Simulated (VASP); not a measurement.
TlCl: single point with PBE

The system is TlCl.

```
Tl Cl
1.0
     3.79363    0.00000    0.00000
     0.00000    3.79363    0.00000
     0.00000    0.00000    3.79363
Tl Cl
1 1
Direct
  0.00000 0.00000 0.00000
  0.50000 0.50000 0.50000
```

| Quantity | Value |
| --- | --- |
| Program | VASP 6.6.1 |
| Task | single point |
| Functional | PBE |
| Potentials or basis | VASP PAW PBE potentials, release 64 (Tl_d, Cl) |
| Cutoff | 500 eV |
| k mesh | 4 × 4 × 4 |
| Occupations | gaussian, width 0.01 eV |
| Spin | no spin polarisation |
| Dipole correction | no |
| Further INCAR settings | ALGO = Normal; EDIFF = 1e-06; NBANDS = 17 |

```yaml
Pressure: 2.3 GPa
Band_gap_on_the_k_mesh: 1.99 eV, direct
```

Levels at points of the mesh, in eV from the valence-band top:
```tsv
k point	band 6	band 7	band 8	band 9	band 10	band 11	band 12	band 13	band 14	band 15
(0.00, 0.00, 0.00)	-9.75	-4.65	-1.68	-1.68	-1.68	7.75	7.75	7.93	7.93	7.93
(0.50, 0.00, 0.00)	-9.74	-5.65	-1.22	-1.22	0.00	1.99	6.56	6.56	8.66	11.60
(0.50, 0.50, 0.00)	-9.68	-3.43	-3.22	-3.22	-1.18	4.91	4.91	8.42	8.60	11.42
(0.50, 0.50, 0.50)	-9.67	-2.18	-2.18	-2.18	-2.14	2.41	2.41	2.41	13.02	13.02
```

Wall time 4 s on 1 thread of Intel(R) Xeon(R) 6975P-C (Granite Rapids) (shared host), peak memory 0.15 GiB.

Caveat: spin-orbit coupling is left out, which moves the levels of the heavy elements. A k mesh can miss the band edges.
